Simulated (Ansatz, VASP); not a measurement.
One calculation of MoS2, two programs

File INCAR:

```
SYSTEM = MoS2
ALGO = Normal
EDIFF = 1E-6
ENCUT = 500
GGA = PE
GGA_COMPAT = .FALSE.
ISIF = 2
ISMEAR = 0
IVDW = 12
LASPH = .TRUE.
LCHARG = .FALSE.
LREAL = .FALSE.
LWAVE = .FALSE.
NBANDS = 20
NELM = 120
PREC = Accurate
SIGMA = 0.05
```

File KPOINTS:

```
k-points
0
G
  12 12 4
  0 0 0
```

Contents of POSCAR:

```
MoS2
1.0
    3.0953451714      0.0000000000      0.0000000000
   -1.5476725857      2.6806475519      0.0000000000
    0.0000000000      0.0000000000      6.8790951089
Mo S
1 2
Direct
    0.0000000000      0.0000000000      0.0000000000
    0.3333333333      0.6666666667      0.2734172850
    0.3333333333      0.6666666667      0.7265827150
```

Input for Ansatz:

```yaml
crystal:
  lattice:
    - [3.0953451714, 0.0, 0.0]
    - [-1.5476725857, 2.6806475519, 0.0]
    - [0.0, 0.0, 6.8790951089]
  atoms:
    - { symbol: Mo, position: [0.0, 0.0, 0.0] }
    - { symbol: S, position: [0.3333333333, 0.6666666667, 0.273417285] }
    - { symbol: S, position: [0.3333333333, 0.6666666667, 0.726582715] }
basis:
  ecutwfc: 420
kpoints:
  mp_grid: { grid: [12, 12, 4] }
hamiltonian:
  xc: pbe
  dispersion: d3bj
scf:
  occupations: { method: gaussian, width: 0.05 }
output:
  forces: true
  stress: true
  eigenvalues: true
```

Alike in both runs: task single point; functional PBE; dispersion D3(BJ); k mesh 12 × 12 × 4; occupations gaussian, width 0.05 eV; no spin polarisation.

```csv
,VASP,Ansatz
version,VASP 6.6.1,Ansatz 0.2.0
potentials or method,"VASP PAW PBE potentials, release 64 (Mo_sv, S), cutoff 500 eV","scalar-relativistic, plane waves, PAW"
valence electrons in the cell,26,26
```

```csv
,VASP,Ansatz,Ansatz less VASP
gap on the k mesh at the Fermi level (eV),0.43,0.43,-0.001
least direct gap on the mesh (eV),1.06,1.06,-0.003
pressure (GPa),-16.5,-16.5,+0.05
"traceless stress, the component that is largest in VASP (GPa)",-20.75,-20.72,+0.034
rms of the force components (eV/Å),1.849,1.846,-0.0032
```

Atom by atom the forces differ by 0.003 eV/Å (rms over components).
